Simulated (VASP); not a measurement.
# Si4W in VASP: further runs

Runs on Si4W. Level: PBE. Tasks: single point.

Program: VASP 6.6.1. These are calculated values, not measurements. Logs are shortened: lines on timing, memory, paths and dates and some standing lists are left out, and cuts for length are marked.

### Step 1. The cell of the first run

It takes space group Cmmm (No. 65, orthorhombic). The conventional cell has a = 4.685 Å, b = 4.744 Å, c = 6.868 Å, α = 90.00°, β = 90.00°, γ = 90.00°. Within 3.3 Å of Si (site symmetry mm2) lie 3 Si at 2.48 to 2.52 Å and 4 W at 2.66 to 2.69 Å. Within 3.0 Å of Si (site symmetry 2mm) lie 6 Si at 2.29 to 2.48 Å. W (site symmetry mmm) has 8 Si at 2.66 to 2.69 Å and 4 W at 3.33 Å within 3.5 Å.

### Step 2. Single point, PBE

File INCAR:

```
SYSTEM = Si4W
  PREC = Accurate
  ENCUT = 500
  EDIFF = 1E-6
  ISMEAR = 0
  SIGMA = 0.2
  LREAL = .False.
  LASPH = .True.
  NELM = 120
  ALGO = Normal
  ISIF = 2
  LWAVE = .False.
  LCHARG = .False.
  GGA = PE
  NBANDS = 23
  GGA_COMPAT = .False.
```

File KPOINTS:

```
regular mesh
0
Gamma
  4 4 3
  0 0 0
```

File POSCAR:

```
Si4W
1.0
    2.3720246398     -2.3424269075      0.0000000000
    2.3720246398      2.3424269075      0.0000000000
    0.0000000000      0.0000000000      6.8681415705
Si W
4 1
Direct
    0.0000000000      0.0000000000      0.3164941163
    0.0000000000      0.0000000000      0.6835058837
    0.2553590860      0.7446409140      0.0000000000
    0.7446409140      0.2553590860      0.0000000000
    0.5000000000      0.5000000000      0.5000000000
```

Potentials or basis: VASP PAW PBE potentials, release 64 (Si, W_sv).

Command:

```bash
$ cat potpaw_PBE.64/Si/POTCAR potpaw_PBE.64/W_sv/POTCAR > POTCAR
$ mpirun -np 1 vasp_std > vasp.out
```

OUTCAR:

```text
SYSTEM = Si4W
   PREC = Accurate
   ENCUT = 500
   EDIFF = 1E-6
   ISMEAR = 0
   LREAL = .False.
   LASPH = .True.
   NELM = 120
   ISIF = 2
   GGA = PE

 ion  position               nearest neighbor table
   1  0.000  0.000  0.316-   3 2.48   4 2.48   2 2.52   5 2.66   5 2.66   5 2.69   5 2.69
   2  0.000  0.000  0.684-   3 2.48   4 2.48   1 2.52   5 2.66   5 2.66   5 2.69   5 2.69
   3  0.255  0.745  0.000-   4 2.29   4 2.37   4 2.37   4 2.39   2 2.48   1 2.48
   4  0.745  0.255  0.000-   3 2.29   3 2.37   3 2.37   3 2.39   1 2.48   2 2.48
   5  0.500  0.500  0.500-   1 2.66   2 2.66   1 2.66   2 2.66   1 2.69   2 2.69   1 2.69   2 2.69

  LATTYP: Found a base centered orthorhombic cell.
 ALAT       =     4.6848538150
 B/A-ratio  =     1.0126354988
 C/A-ratio  =     1.4660311382

  Lattice vectors:

 A1 = (  -2.3720246398,  -2.3424269075,   0.0000000000)
 A2 = (   2.3720246398,  -2.3424269075,   0.0000000000)
 A3 = (   0.0000000000,   0.0000000000,   6.8681415705)

Analysis of symmetry for initial positions (statically):
=====================================================================
 Subroutine PRICEL returns:
 Original cell was already a primitive cell.

 Routine SETGRP: Setting up the symmetry group for a
 base centered orthorhombic supercell.

 Subroutine GETGRP returns: Found  8 space group operations
 (whereof  8 operations were pure point group operations)
 out of a pool of  8 trial point group operations.

The static configuration has the point symmetry D_2h.

Analysis of symmetry for dynamics (positions and initial velocities):
=====================================================================
 Subroutine PRICEL returns:
 Original cell was already a primitive cell.

 Routine SETGRP: Setting up the symmetry group for a
 base centered orthorhombic supercell.

 Subroutine GETGRP returns: Found  8 space group operations
 (whereof  8 operations were pure point group operations)
 out of a pool of  8 trial point group operations.

The dynamic configuration has the point symmetry D_2h.

 Subroutine INISYM returns: Found  8 space group operations
 (whereof  8 operations are pure point group operations),
 and found     1 'primitive' translations

----------------------------------------------------------------------------------------

                                     Primitive cell

  volume of cell :      76.3228

  direct lattice vectors                    reciprocal lattice vectors
     2.372024640 -2.342426908  0.000000000     0.210790390 -0.213453832  0.000000000
     2.372024640  2.342426908  0.000000000     0.210790390  0.213453832  0.000000000
     0.000000000  0.000000000  6.868141570     0.000000000  0.000000000  0.145599794

  length of vectors
     3.333686354  3.333686354  6.868141570     0.299991879  0.299991879  0.145599794

  position of ions in fractional coordinates (direct lattice)
     0.000000000  0.000000000  0.316494116
     0.000000000  0.000000000  0.683505884
     0.255359086  0.744640914  0.000000000
     0.744640914  0.255359086  0.000000000
     0.500000000  0.500000000  0.500000000

  ion indices of the primitive-cell ions
   primitive index   ion index
                 1           1
                 2           2
                 3           3
                 4           4
                 5           5

----------------------------------------------------------------------------------------

 KPOINTS: regular mesh

Automatic generation of k-mesh.
 Grid dimensions read from file:
 generate k-points for:    4    4    3

 Generating k-lattice:

  Cartesian coordinates                     Fractional coordinates (reciprocal lattice)
     0.052697598 -0.053363458  0.000000000     0.250000000  0.000000000  0.000000000
     0.052697598  0.053363458  0.000000000     0.000000000  0.250000000  0.000000000
     0.000000000  0.000000000  0.048533265     0.000000000  0.000000000  0.333333333

  Length of vectors
     0.074997970  0.074997970  0.048533265

  Shift w.r.t. Gamma in fractional coordinates (k-lattice)
     0.000000000  0.000000000  0.000000000

 Subroutine IBZKPT returns following result:
 ===========================================

 Found     14 irreducible k-points:

 Following reciprocal coordinates:
            Coordinates               Weight
  0.000000  0.000000  0.000000      1.000000
  0.250000  0.000000  0.000000      4.000000
  0.500000  0.000000  0.000000      2.000000
  0.250000  0.250000  0.000000      2.000000
  0.500000  0.250000  0.000000      4.000000
 -0.250000  0.250000  0.000000      2.000000
  0.500000  0.500000  0.000000      1.000000
  0.000000  0.000000  0.333333      2.000000
  0.250000  0.000000  0.333333      8.000000
  0.500000  0.000000  0.333333      4.000000
  0.250000  0.250000  0.333333      4.000000
  0.500000  0.250000  0.333333      8.000000
 -0.250000  0.250000  0.333333      4.000000
  0.500000  0.500000  0.333333      2.000000
   k-points           NKPTS =     14   k-points in BZ     NKDIM =     14   number of bands    NBANDS=     23
   number of dos      NEDOS =    301   number of ions     NIONS =      5
   total plane-waves  NPLWV =  28800
   dimension x,y,z NGX =    24 NGY =   24 NGZ =   50
   dimension x,y,z NGXF=    48 NGYF=   48 NGZF=  100
   ions per type =               4   1
   NGX,Y,Z   is equivalent  to a cutoff of  11.97, 11.97, 12.10 a.u.
   NGXF,Y,Z  is equivalent  to a cutoff of  23.94, 23.94, 24.21 a.u.
 SYSTEM =  Si4W
   PREC   = accura    normal or accurate (medium, high low for compatibility)
   ISTART =      0    job   : 0-new  1-cont  2-samecut
   ICHARG =      2    charge: 1-file 2-atom 10-const
   ISPIN  =      1    spin polarized calculation?
   LNONCOLLINEAR =      F non collinear calculations
   LSORBIT =      F    spin-orbit coupling
   LASPH  =      T    aspherical Exc in radial PAW
   ENCUT  =  500.0 eV  36.75 Ry    6.06 a.u.   6.08  6.08 12.52*2*pi/ulx,y,z
   NELM   =    120;   NELMIN=  2; NELMDL= -5     # of ELM steps
   EDIFF  = 0.1E-05   stopping-criterion for ELM
   LREAL  =      F    real-space projection
   EDIFFG = 0.1E-04   stopping-criterion for IOM
   NSW    =      0    number of steps for IOM
   IBRION =     -1    ionic relax: 0-MD 1-quasi-New 2-CG
   NFREE  =      0    steps in history (QN), initial steepest desc. (CG)
   ISIF   =      2    stress and relaxation
   ISYM   =      2    0-nonsym 1-usesym 2-fastsym
   POTIM  = 0.5000    time-step for ionic-motion
   TEBEG  =    0.0;   TEEND  =   0.0 temperature during run
   PSTRESS=    0.0 pullay stress
   NELECT =      30.0000    total number of electrons
   NUPDOWN=      -1.0000    fix difference up-down
   EMIN   =  10.00;   EMAX   =-10.00  energy-range for DOS
   EFERMI =   0.00;   METHOD = LEGACY
   ISMEAR =     0;   SIGMA  =   0.20  broadening in eV -4-tet -1-fermi 0-gaus
   EFERMI_NEDOS =   21; number of points for ismear=-14 and -15
   IALGO  =     38    algorithm
   IMIX   =      4    mixing-type and parameters
     AMIX     =   0.40;   BMIX     =  1.00
     AMIX_MAG =   1.60;   BMIX_MAG =  1.00
  volume/ion in A,a.u.               =      15.26       103.01
  Fermi-wavevector in a.u.,A,eV,Ry     =   1.199215  2.266188 19.566768  1.438117
  Thomas-Fermi vector in A             =   2.335084
   LORBIT       =      0    0 simple, 1 ext, 2 COOP (PROOUT), +10 PAW based schemes
   GGA     = PE    functional components
   LHFCALC =     F    Hartree Fock is set to
   AEXX    =    0.0000 exact exchange contribution
   IVDW    =     0    specifies the selected vdW correction
   LEPSILON=     F    determine dielectric tensor
   LRPA    =     F    only Hartree local field effects (RPA)
 non-spin polarized calculation
 Gauss-broadening in eV      SIGMA  =   0.20
  energy-cutoff  :      500.00
  volume of cell :       76.32
 maximum number of plane-waves:      1960
   NGX = 13   NGY = 13   NGZ = 25

 number of electron      30.0000004 magnetization

 Free energy of the ion-electron system (eV)
  ---------------------------------------------------
  ext. energy  EPLUGINS =         0.00000000
  ---------------------------------------------------
  free energy    TOTEN  =       -32.70757883 eV

  energy without entropy =      -32.66444904  energy(sigma->0) =      -32.68601394

 E-fermi :   9.7786     XC(G=0): -11.4649

 val. band max:        9.6849684897   @ k =   0.5000   0.0000   0.3333
 cond. band min:       9.8005527256   @ k =   0.5000   0.0000   0.0000
 fundamental gap:      0.1155842359
 Fermi energy:         9.7785803536

 k-point     1 :       0.0000    0.0000    0.0000
  band No.  band energies     occupation
      1     -64.3608      2.00000
      2     -28.6030      2.00000
      3     -28.5893      2.00000
      4     -28.4133      2.00000
      5      -4.2090      2.00000
      6      -1.0984      2.00000
[... 15 lines left out ...]
     22      13.8844      0.00000
     23      14.3664      0.00000

 k-point     2 :       0.2500    0.0000    0.0000
  band No.  band energies     occupation
      1     -64.3586      2.00000
      2     -28.6675      2.00000
      3     -28.5889      2.00000
      4     -28.4058      2.00000
      5      -3.4036      2.00000
      6      -0.1745      2.00000
[... 15 lines left out ...]
     22      15.0113      0.00000
     23      15.3345      0.00000

 k-point     3 :       0.5000    0.0000    0.0000
  band No.  band energies     occupation
      1     -64.3565      2.00000
      2     -28.7371      2.00000
      3     -28.5825      2.00000
      4     -28.3983      2.00000
      5      -1.5553      2.00000
      6      -0.3191      2.00000
[... 15 lines left out ...]
     22      13.9746      0.00000
     23      14.7294      0.00000
[... 235 lines left out ...]
 k-point    13 :      -0.2500    0.2500    0.3333
  band No.  band energies     occupation
      1     -64.3565      2.00000
      2     -28.6667      2.00000
      3     -28.6511      2.00000
      4     -28.3986      2.00000
      5      -2.4617      2.00000
      6      -0.4053      2.00000
[... 15 lines left out ...]
     22      15.0762      0.00000
     23      16.0238      0.00000

 k-point    14 :       0.5000    0.5000    0.3333
  band No.  band energies     occupation
      1     -64.3524      2.00000
      2     -28.7224      2.00000
      3     -28.7124      2.00000
      4     -28.3847      2.00000
      5       0.2186      2.00000
      6       1.2613      2.00000
[... 15 lines left out ...]
     22      14.7763      0.00000
     23      15.4109      0.00000

------------------------ aborting loop because EDIFF is reached ----------------------------------------

  FORCE on cell =-STRESS in cart. coord.  units (eV):
  Direction    XX          YY          ZZ          XY          YZ          ZX
  --------------------------------------------------------------------------------------
  -------------------------------------------------------------------------------------
  Total       -0.1846403      0.1159610      0.1652699      0.0000000      0.0000000      0.0000000
  in kB       -3.8759888      2.4342658      3.4693648      0.0000000      0.0000000      0.0000000
  external PRESSURE =       0.6758806 kB  Pullay stress =       0.0000000 kB

 VOLUME and BASIS-vectors are now :
 -----------------------------------------------------------------------------
  energy-cutoff  :      500.00
  volume of cell :       76.32
      direct lattice vectors                 reciprocal lattice vectors
     2.372024640 -2.342426908  0.000000000     0.210790390 -0.213453832  0.000000000
     2.372024640  2.342426908  0.000000000     0.210790390  0.213453832  0.000000000
     0.000000000  0.000000000  6.868141570     0.000000000  0.000000000  0.145599794

 POSITION                                       TOTAL-FORCE (eV/Angst)
 -----------------------------------------------------------------------------------
      0.00000      0.00000      2.17373         0.000000      0.000000      0.027764
      0.00000      0.00000      4.69442         0.000000      0.000000     -0.027764
      2.37202      1.14611      0.00000        -0.000000     -0.008994     -0.000000
      2.37202     -1.14611      0.00000        -0.000000      0.008994     -0.000000
      2.37202      0.00000      3.43407        -0.000000     -0.000000     -0.000000
 -----------------------------------------------------------------------------------
    total drift:                                0.000000      0.000000     -0.000000

  FREE ENERGIE OF THE ION-ELECTRON SYSTEM (eV)
  ---------------------------------------------------
  free  energy   TOTEN  =       -32.7075788349 eV

  energy  without entropy=      -32.6644490415  energy(sigma->0) =      -32.68601394
```

It took 8.4 s on 1 thread of Intel Xeon 6975P-C (Granite Rapids), shared host; peak memory 0.18 GiB.

Results:

```yaml
Free_energy: -32.7076 eV
Pressure: 0.1 GPa
Largest_force: 0.028 eV/Å
Band_gap_on_the_k_mesh: zero (band 15 reaches 9.87 eV, above the bottom of band 16 at 8.74 eV)
```

Forces on the atoms (eV/Å):
```
Si   0.000  0.000  0.028
Si   0.000  0.000 -0.028
Si   0.000 -0.009  0.000
Si   0.000  0.009  0.000
W    0.000  0.000  0.000
```

Caveat: the k points lie up to 0.47 Å⁻¹ apart; spin-orbit coupling is left out, which moves the levels of the heavy elements.

### Step 3. Single point, PBE

This run uses another cell than the first one, of 15.31 Å³/atom, 1.003 times its volume.

File INCAR:

```
SYSTEM = Si4W
PREC = Accurate
ENCUT = 500
EDIFF = 1E-6
ISMEAR = 0
SIGMA = 0.2
LREAL = .FALSE.
LASPH = .TRUE.
NELM = 120
ALGO = Normal
ISIF = 2
LWAVE = .FALSE.
LCHARG = .FALSE.
GGA = PE
NBANDS = 23
GGA_COMPAT = .FALSE.
```

File KPOINTS:

```
regular mesh
0
G
  3 5 5
  0 0 0
```

File POSCAR:

```
Si4W
1.0
    6.8434201449      0.0000000000      0.0000000000
    0.0000000000      2.3714013961      2.3591825926
    0.0000000000     -2.3714013961      2.3591825926
Si W
4 1
Direct
    0.8159751750      0.1788821072      0.1788821072
    0.1840248250      0.1788821072      0.1788821072
    0.5000000000     -0.0729218326      0.4431797710
    0.5000000000      0.4431797710     -0.0729218326
    0.0000000000      0.6803524872      0.6803524872
```

Potentials or basis: VASP PAW PBE potentials, release 64 (Si, W_sv).

Command:

```bash
$ cat potpaw_PBE.64/Si/POTCAR potpaw_PBE.64/W_sv/POTCAR > POTCAR
$ mpirun -np 1 vasp_std > vasp.out
```

Wall time 10 s (1 thread of Intel Xeon 6975P-C (Granite Rapids), shared host); peak memory 0.18 GiB.

Results (log left out):

```
Free energy            : -32.9221 eV
Pressure               : -0.2 GPa
Largest force          : 0.012 eV/Å
Band gap on the k mesh : zero (band 15 reaches 9.72 eV, above the bottom of band 16 at 8.93 eV)
```

Forces in eV/Å, atoms in the order of the input:
```
Si  -0.006  0.000  0.007
Si   0.006  0.000  0.007
Si   0.000 -0.006 -0.010
Si   0.000  0.006 -0.010
W    0.000  0.000  0.007
```

Stress tensor (GPa, compression positive):
```
-0.13  0.00  0.00
 0.00  0.06  0.00
 0.00  0.00 -0.44
```

Levels at points of the mesh, in eV from the Fermi level:
```tsv
k point	band 12	band 13	band 14	band 15	band 16	band 17	band 18	band 19
(0.00, 0.00, 0.00)	-1.19	-1.04	-0.91	-0.89	0.44	0.53	3.05	3.13
```

Caveat: the k points lie up to 0.38 Å⁻¹ apart; spin-orbit coupling is left out, which moves the levels of the heavy elements.

### Step 4. Single point, PBE

This run uses another cell than the first one, of 16.48 Å³/atom, 1.079 times its volume.

File INCAR:

```
SYSTEM = Si4W
PREC = Accurate
ENCUT = 500
EDIFF = 1E-6
ISMEAR = 0
SIGMA = 0.2
LREAL = .False.
LASPH = .True.
NELM = 120
ALGO = Normal
ISIF = 2
LWAVE = .False.
LCHARG = .False.
GGA = PE
NBANDS = 23
GGA_COMPAT = .False.
```

File KPOINTS:

```
Automatic mesh
0
Gamma
  4 4 5
  0 0 0
```

File POSCAR:

```
Si4W
1.0
    3.9390716086     -3.8553951875      0.0000000000
    3.9390716086      3.8553951875      0.0000000000
    0.0000000000      0.0000000000      2.7122010051
Si W
4 1
Direct
    0.7125082419      0.2874917581      0.5000000000
    0.2874917581      0.7125082419      0.5000000000
    0.3236424579      0.3236424579      0.0000000000
    0.6763575421      0.6763575421      0.0000000000
    0.0000000000      0.0000000000      0.0000000000
```

Command:

```bash
$ cat potpaw_PBE.64/Si/POTCAR potpaw_PBE.64/W_sv/POTCAR > POTCAR
$ mpirun -np 1 vasp_std > vasp.out
```

Run time: 15 s. Hardware: 1 thread of Intel Xeon 6975P-C (Granite Rapids), shared host; peak memory 0.19 GiB.

It converged, with:

```
Free energy            : -32.7230 eV
Pressure               : 0.1 GPa
Largest force          : 0.019 eV/Å
Band gap on the k mesh : zero (band 15 reaches 10.31 eV, above the bottom of band 16 at 7.79 eV)
```

Forces in eV/Å, atoms in the order of the input:
```
Si   0.000 -0.001  0.000
Si   0.000  0.001  0.000
Si  -0.019  0.000  0.000
Si   0.019  0.000  0.000
W    0.000  0.000  0.000
```

Stress tensor (GPa, compression positive):
```
 0.29  0.00  0.00
 0.00  0.12  0.00
 0.00  0.00 -0.26
```

Levels at points of the mesh, in eV from the Fermi level:
| k point | band 11 | band 12 | band 13 | band 14 | band 15 | band 16 | band 17 | band 18 | band 19 | band 20 |
| --- | --- | --- | --- | --- | --- | --- | --- | --- | --- | --- |
| (0.00, 0.00, 0.00) | -3.35 | -2.53 | -2.12 | 0.45 | 1.72 | 2.22 | 2.46 | 2.48 | 4.34 | 5.33 |
| (0.50, 0.00, 0.00) | -3.12 | -2.61 | -2.34 | -1.76 | 1.66 | 2.41 | 3.46 | 3.67 | 4.96 | 4.97 |
| (0.50, 0.50, 0.00) | -2.58 | -1.84 | -1.38 | -0.19 | 0.91 | 1.21 | 1.67 | 2.40 | 2.55 | 3.31 |

Caveat: the k points lie up to 0.46 Å⁻¹ apart; spin-orbit coupling is left out, which moves the levels of the heavy elements.

### Step 5. Overview

| cell | k mesh | gap on the mesh (eV) | pressure (GPa) | largest force (eV/Å) |
| --- | --- | --- | --- | --- |
| a = 3.334, b = 3.334, c = 6.868 Å, angles 90.0, 90.0, 89.3°, 5 atoms | 4 × 4 × 3 | none | 0.1 | 0.03 |
| a = 6.843, b = 3.345, c = 3.345 Å, angles 90.3, 90.0, 90.0°, 5 atoms | 3 × 5 × 5 | none | -0.2 | 0.01 |
| a = 5.512, b = 5.512, c = 2.712 Å, angles 90.0, 90.0, 88.8°, 5 atoms | 4 × 4 × 5 | none | 0.1 | 0.02 |

Alike in all rows: task single point; level PBE; potentials or basis VASP PAW PBE potentials, release 64 (Si, W_sv); no spin polarisation; cutoff (eV) 500; smearing gaussian 0.2 eV.

Caveats: all runs use coarse meshes; spin-orbit coupling is left out, which moves the levels of the heavy elements.

Total energies depend on the potentials used, so only differences within one code and one set of settings carry meaning.
